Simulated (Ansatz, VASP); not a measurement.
## Pt in VASP and in Ansatz

```xyz
1
Lattice="0.0000 1.9609 1.9609 1.9609 0.0000 1.9609 1.9609 1.9609 0.0000" Properties=species:S:1:pos:R:3 pbc="T T T"
Pt    0.0000    0.0000    0.0000
```

Alike in both runs: task single point; functional PBEsol; k mesh 10 × 10 × 10; occupations gaussian, width 0.02 eV; no spin polarisation.

|  | VASP | Ansatz |
| --- | --- | --- |
| version | VASP 6.6.1 | Ansatz 0.2.0 |
| potentials or method | VASP PAW PBE potentials, release 64 (Pt), cutoff 520 eV | plane waves, PAW |
| valence electrons in the cell | 10 | 18 |

```csv
,VASP,Ansatz,Ansatz less VASP
pressure (GPa),-1.2,-0.8,+0.40
```

VASP's potentials were made for PBE, not for PBEsol. With one functional, cell and mesh, what is left measures potentials, basis and numerics. VASP's potentials hold 10 valence electrons a cell and Ansatz's 18, so a difference there can come from the potentials and not from the codes. Ansatz's warnings: stress scf threshold loose.

Neither program's run includes spin-orbit coupling.
